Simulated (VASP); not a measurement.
# SiO2 (P4_2/mnm) in VASP: further runs

SiO2 is run at these levels: LDA; tasks: single point, relaxation of cell and atoms.

Everything below comes from runs of VASP 6.6.1. Logs are shortened: lines on timing, memory, paths and dates and some standing lists are left out, and cuts for length are marked.

**1. The cell of the first run**

It takes space group P4_2/mnm (No. 136, tetragonal). Conventional cell: a = 4.154 Å, b = 4.154 Å, c = 2.662 Å, α = 90.00°, β = 90.00°, γ = 90.00°. Si (site symmetry mmm) has 6 O at 1.75 to 1.80 Å within 2.3 Å. O (site symmetry m2m) has 3 Si at 1.75 to 1.80 Å and 1 O at 2.28 Å within 2.3 Å.

**2. Single point, LDA**

Input file INCAR:

```
ALGO = Normal ; EDIFF = 1E-6
ENCUT = 520 ; ISIF = 2
ISMEAR = 0 ; LASPH = T
LCHARG = F ; LREAL = F
LWAVE = F ; NBANDS = 25
NELM = 80 ; PREC = Accurate
SIGMA = 0.1
```

Input file KPOINTS:

```
k-points
0
Gamma
  6 6 8
```

Input file POSCAR:

```
SiO2
1.0
    4.1544792973      0.0000000000      0.0000000000
    0.0000000000      4.1544792973      0.0000000000
    0.0000000000      0.0000000000      2.6619731218
Si O
2 4
Direct
    0.5000000000      0.5000000000      0.5000000000
    0.0000000000      0.0000000000      0.0000000000
    0.6944172711      0.6944172711      0.0000000000
    0.1944172711      0.8055827289      0.5000000000
    0.3055827289      0.3055827289      0.0000000000
    0.8055827289      0.1944172711      0.5000000000
```

Potentials or basis: VASP PAW LDA potentials, release 64 (Si, O).

Run with:

```bash
$ cat potpaw_LDA.64/Si/POTCAR potpaw_LDA.64/O/POTCAR > POTCAR
$ mpirun -np 1 vasp_std > vasp.out
```

OUTCAR:

```text
EDIFF = 1E-6
   ENCUT = 520
   ISIF = 2
   ISMEAR = 0
   LASPH = T
   LREAL = F
   NELM = 80
   PREC = Accurate

 ion  position               nearest neighbor table
   1  0.500  0.500  0.500-   3 1.75   5 1.75   3 1.75   5 1.75   4 1.80   6 1.80
   2  0.000  0.000  0.000-   4 1.75   6 1.75   4 1.75   6 1.75   5 1.80   3 1.80
   3  0.694  0.694  0.000-   1 1.75   1 1.75   2 1.80
   4  0.194  0.806  0.500-   2 1.75   2 1.75   1 1.80
   5  0.306  0.306  0.000-   1 1.75   1 1.75   2 1.80
   6  0.806  0.194  0.500-   2 1.75   2 1.75   1 1.80

  LATTYP: Found a simple tetragonal cell.
 ALAT       =     4.1544792973
 C/A-ratio  =     0.6407477162

  Lattice vectors:

 A1 = (   4.1544792973,   0.0000000000,   0.0000000000)
 A2 = (   0.0000000000,   4.1544792973,   0.0000000000)
 A3 = (   0.0000000000,   0.0000000000,   2.6619731218)

Analysis of symmetry for initial positions (statically):
=====================================================================
 Subroutine PRICEL returns:
 Original cell was already a primitive cell.

 Routine SETGRP: Setting up the symmetry group for a
 simple tetragonal supercell.

 Subroutine GETGRP returns: Found 16 space group operations
 (whereof  8 operations were pure point group operations)
 out of a pool of 16 trial point group operations.

The static configuration has the point symmetry D_2h.
 The point group associated with its full space group is D_4h.

Analysis of symmetry for dynamics (positions and initial velocities):
=====================================================================
 Subroutine PRICEL returns:
 Original cell was already a primitive cell.

 Routine SETGRP: Setting up the symmetry group for a
 simple tetragonal supercell.

 Subroutine GETGRP returns: Found 16 space group operations
 (whereof  8 operations were pure point group operations)
 out of a pool of 16 trial point group operations.

The dynamic configuration has the point symmetry D_2h.
 The point group associated with its full space group is D_4h.

 Subroutine INISYM returns: Found 16 space group operations
 (whereof  8 operations are pure point group operations),
 and found     1 'primitive' translations

----------------------------------------------------------------------------------------

                                     Primitive cell

  volume of cell :      45.9449

  direct lattice vectors                    reciprocal lattice vectors
     4.154479297  0.000000000  0.000000000     0.240704052  0.000000000  0.000000000
     0.000000000  4.154479297  0.000000000     0.000000000  0.240704052  0.000000000
     0.000000000  0.000000000  2.661973122     0.000000000  0.000000000  0.375661193

  length of vectors
     4.154479297  4.154479297  2.661973122     0.240704052  0.240704052  0.375661193

  position of ions in fractional coordinates (direct lattice)
     0.500000000  0.500000000  0.500000000
     0.000000000  0.000000000  0.000000000
     0.694417271  0.694417271  0.000000000
     0.194417271  0.805582729  0.500000000
     0.305582729  0.305582729  0.000000000
     0.805582729  0.194417271  0.500000000

  ion indices of the primitive-cell ions
   primitive index   ion index
                 1           1
                 2           2
                 3           3
                 4           4
                 5           5
                 6           6

----------------------------------------------------------------------------------------

 KPOINTS: k-points

Automatic generation of k-mesh.
 Grid dimensions read from file:
 generate k-points for:    6    6    8

 Generating k-lattice:

  Cartesian coordinates                     Fractional coordinates (reciprocal lattice)
     0.040117342  0.000000000  0.000000000     0.166666667  0.000000000  0.000000000
     0.000000000  0.040117342  0.000000000     0.000000000  0.166666667  0.000000000
     0.000000000  0.000000000  0.046957649     0.000000000  0.000000000  0.125000000

  Length of vectors
     0.040117342  0.040117342  0.046957649

  Shift w.r.t. Gamma in fractional coordinates (k-lattice)
     0.000000000  0.000000000  0.000000000

 Subroutine IBZKPT returns following result:
 ===========================================

 Found     50 irreducible k-points:

 Following reciprocal coordinates:
            Coordinates               Weight
  0.000000  0.000000  0.000000      1.000000
  0.166667  0.000000  0.000000      4.000000
  0.333333  0.000000  0.000000      4.000000
  0.500000  0.000000  0.000000      2.000000
  0.166667  0.166667  0.000000      4.000000
  0.333333  0.166667  0.000000      8.000000
[... 16 lines left out ...]
  0.333333  0.000000  0.250000      8.000000
  0.500000  0.000000  0.250000      4.000000
 [... further k-points ...]
   k-points           NKPTS =     50   k-points in BZ     NKDIM =     50   number of bands    NBANDS=     25
   number of dos      NEDOS =    301   number of ions     NIONS =      6
   total plane-waves  NPLWV =  20480
   dimension x,y,z NGX =    32 NGY =   32 NGZ =   20
   dimension x,y,z NGXF=    64 NGYF=   64 NGZF=   40
   ions per type =               2   4
   NGX,Y,Z   is equivalent  to a cutoff of  12.81, 12.81, 12.49 a.u.
   NGXF,Y,Z  is equivalent  to a cutoff of  25.61, 25.61, 24.98 a.u.
 SYSTEM =  unknown system
   PREC   = accura    normal or accurate (medium, high low for compatibility)
   ISTART =      0    job   : 0-new  1-cont  2-samecut
   ICHARG =      2    charge: 1-file 2-atom 10-const
   ISPIN  =      1    spin polarized calculation?
   LNONCOLLINEAR =      F non collinear calculations
   LSORBIT =      F    spin-orbit coupling
   LASPH  =      T    aspherical Exc in radial PAW
   ENCUT  =  520.0 eV  38.22 Ry    6.18 a.u.   7.72  7.72  4.95*2*pi/ulx,y,z
   NELM   =     80;   NELMIN=  2; NELMDL= -5     # of ELM steps
   EDIFF  = 0.1E-05   stopping-criterion for ELM
   LREAL  =      F    real-space projection
   EDIFFG = 0.1E-04   stopping-criterion for IOM
   NSW    =      0    number of steps for IOM
   IBRION =     -1    ionic relax: 0-MD 1-quasi-New 2-CG
   NFREE  =      0    steps in history (QN), initial steepest desc. (CG)
   ISIF   =      2    stress and relaxation
   ISYM   =      2    0-nonsym 1-usesym 2-fastsym
   POTIM  = 0.5000    time-step for ionic-motion
   TEBEG  =    0.0;   TEEND  =   0.0 temperature during run
   PSTRESS=    0.0 pullay stress
   NELECT =      32.0000    total number of electrons
   NUPDOWN=      -1.0000    fix difference up-down
   EMIN   =  10.00;   EMAX   =-10.00  energy-range for DOS
   EFERMI =   0.00;   METHOD = LEGACY
   ISMEAR =     0;   SIGMA  =   0.10  broadening in eV -4-tet -1-fermi 0-gaus
   EFERMI_NEDOS =   21; number of points for ismear=-14 and -15
   IALGO  =     38    algorithm
   IMIX   =      4    mixing-type and parameters
     AMIX     =   0.40;   BMIX     =  1.00
     AMIX_MAG =   1.60;   BMIX_MAG =  1.00
  volume/ion in A,a.u.               =       7.66        51.68
  Fermi-wavevector in a.u.,A,eV,Ry     =   1.451151  2.742277 28.651673  2.105839
  Thomas-Fermi vector in A             =   2.568681
   LORBIT       =      0    0 simple, 1 ext, 2 COOP (PROOUT), +10 PAW based schemes
   GGA     = CA    functional components
   LHFCALC =     F    Hartree Fock is set to
   AEXX    =    0.0000 exact exchange contribution
   IVDW    =     0    specifies the selected vdW correction
   LEPSILON=     F    determine dielectric tensor
   LRPA    =     F    only Hartree local field effects (RPA)
 non-spin polarized calculation
 Gauss-broadening in eV      SIGMA  =   0.10
  energy-cutoff  :      520.00
  volume of cell :       45.94
 maximum number of plane-waves:      1266
 NGX is ok and might be reduce to    32
   NGX = 15   NGY = 15   NGZ =  9

 number of electron      31.9999968 magnetization

 Free energy of the ion-electron system (eV)
  ---------------------------------------------------
  ext. energy  EPLUGINS =         0.00000000
  ---------------------------------------------------
  free energy    TOTEN  =       -51.96958564 eV

  energy without entropy =      -51.96958564  energy(sigma->0) =      -51.96958564

 E-fermi :   8.7572     XC(G=0): -12.8031

 val. band max:        8.2984098661   @ k =   0.0000   0.0000   0.0000
 cond. band min:      14.1156474332   @ k =   0.0000   0.0000   0.0000
 fundamental gap:      5.8172375671
 Fermi energy:         8.7572426099

 k-point     1 :       0.0000    0.0000    0.0000
  band No.  band energies     occupation
      1     -14.2633      2.00000
      2     -10.4426      2.00000
      3     -10.4426      2.00000
      4     -10.1758      2.00000
      5      -2.7290      2.00000
      6       1.7030      2.00000
[... 17 lines left out ...]
     24      22.5691      0.00000
     25      23.9309      0.00000

 k-point     2 :       0.1667    0.0000    0.0000
  band No.  band energies     occupation
      1     -14.1124      2.00000
      2     -11.1464      2.00000
      3     -10.3637      2.00000
      4      -9.7980      2.00000
      5      -2.5412      2.00000
      6       0.9510      2.00000
[... 17 lines left out ...]
     24      21.9558      0.00000
     25      23.7303      0.00000

 k-point     3 :       0.3333    0.0000    0.0000
  band No.  band energies     occupation
      1     -13.6699      2.00000
      2     -12.0885      2.00000
      3     -10.1510      2.00000
      4      -9.7039      2.00000
      5      -2.0164      2.00000
      6      -0.1871      2.00000
[... 17 lines left out ...]
     24      22.0599      0.00000
     25      23.1718      0.00000

 k-point     4 :       0.5000    0.0000    0.0000
  band No.  band energies     occupation
      1     -12.9716      2.00000
      2     -12.9716      2.00000
      3      -9.8832      2.00000
      4      -9.8832      2.00000
      5      -1.2140      2.00000
      6      -1.2140      2.00000
[... 17 lines left out ...]
     24      21.6212      0.00000
     25      23.0891      0.00000
[... 477 lines left out ...]
 k-point    22 :       0.1667    0.0000    0.2500
  band No.  band energies     occupation
      1     -13.2952      2.00000
      2     -10.7413      2.00000
      3      -9.9956      2.00000
      4      -9.7678      2.00000
      5      -2.2253      2.00000
      6       0.8204      2.00000
[... 17 lines left out ...]
     24      21.8415      0.00000
     25      22.2060      0.00000

 k-point    23 :       0.3333    0.0000    0.2500
  band No.  band energies     occupation
      1     -12.8927      2.00000
      2     -11.5071      2.00000
      3      -9.8718      2.00000
      4      -9.6689      2.00000
      5      -1.5007      2.00000
      6       0.2621      2.00000
[... 17 lines left out ...]
     24      20.9887      0.00000
     25      21.8708      0.00000

 k-point    24 :       0.5000    0.0000    0.2500
  band No.  band energies     occupation
      1     -12.2691      2.00000
      2     -12.2691      2.00000
      3      -9.7342      2.00000
      4      -9.7342      2.00000
      5      -0.5875      2.00000
      6      -0.5875      2.00000
[... 17 lines left out ...]
     24      20.9797      0.00000
     25      21.8006      0.00000

 [... further k-points ...]
[... 5 lines left out ...]
  --------------------------------------------------------------------------------------
  -------------------------------------------------------------------------------------
  Total        0.2347125      0.2347125      0.4589950      0.0000000      0.0000000      0.0000000
  in kB        8.1848351      8.1848351     16.0059588      0.0000000      0.0000000      0.0000000
  external PRESSURE =      10.7918763 kB  Pullay stress =       0.0000000 kB

 VOLUME and BASIS-vectors are now :
 -----------------------------------------------------------------------------
  energy-cutoff  :      520.00
  volume of cell :       45.94
      direct lattice vectors                 reciprocal lattice vectors
     4.154479297  0.000000000  0.000000000     0.240704052  0.000000000  0.000000000
     0.000000000  4.154479297  0.000000000     0.000000000  0.240704052  0.000000000
     0.000000000  0.000000000  2.661973122     0.000000000  0.000000000  0.375661193

 POSITION                                       TOTAL-FORCE (eV/Angst)
 -----------------------------------------------------------------------------------
      2.07724      2.07724      1.33099        -0.000000      0.000000      0.000000
      0.00000      0.00000      0.00000        -0.000000      0.000000      0.000000
      2.88494      2.88494      0.00000         0.026953      0.026953      0.000000
      0.80770      3.34678      1.33099         0.026953     -0.026953     -0.000000
      1.26954      1.26954      0.00000        -0.026953     -0.026953     -0.000000
      3.34678      0.80770      1.33099        -0.026953      0.026953      0.000000
 -----------------------------------------------------------------------------------
    total drift:                                0.000000      0.000000      0.000000

  FREE ENERGIE OF THE ION-ELECTRON SYSTEM (eV)
  ---------------------------------------------------
  free  energy   TOTEN  =       -51.9695856405 eV

  energy  without entropy=      -51.9695856405  energy(sigma->0) =      -51.96958564
```

It took 13 s on 1 thread of Intel Xeon 6975P-C (Granite Rapids), shared host; peak memory 0.15 GiB.

Results:

```
Free energy            : -51.9696 eV
Pressure               : 1.1 GPa
Largest force          : 0.038 eV/Å
Band gap on the k mesh : 5.82 eV, direct
```

Forces on the atoms (eV/Å):
```
Si   0.000  0.000  0.000
Si   0.000  0.000  0.000
O    0.027  0.027  0.000
O    0.027 -0.027  0.000
O   -0.027 -0.027  0.000
O   -0.027  0.027  0.000
```

Stress tensor (GPa, compression positive):
```
0.82 0.00 0.00
0.00 0.82 0.00
0.00 0.00 1.60
```

A k mesh can miss the band edges.

(Continued in part 2 of 2.)
